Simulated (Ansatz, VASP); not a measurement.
One calculation of Au, two programs

```xyz
4
Lattice="3.0215 0.0000 0.0000 -1.5107 2.6167 0.0000 0.0000 0.0000 10.2498" Properties=species:S:1:pos:R:3 pbc="T T T"
Au    0.0000    0.0000   10.2498
Au    0.0000    0.0000    5.1249
Au    0.0000    1.7444    2.5624
Au    1.5107    0.8722    7.6873
```

Alike in both runs: task single point; functional BLYP; k mesh 14 × 14 × 4; occupations fermi-dirac, width 0.1 eV; no spin polarisation.

```csv
,VASP,Ansatz
version,VASP 6.6.1,Ansatz 0.2.0
potentials or method,"VASP PAW PBE potentials, release 64 (Au), cutoff 520 eV","plane waves (420 eV) with PAW, scalar-relativistic"
valence electrons in the cell,44,76
```

VASP gave:

- pressure (GPa): -3.1

**Question.** Estimate Ansatz's values.

**Answer.** Pressure (GPa): -3.4.

VASP's potentials were made for PBE, not for BLYP. VASP's potentials hold 44 valence electrons a cell and Ansatz's 76, so a difference there can come from the potentials and not from the codes.

Spin-orbit coupling is off throughout.
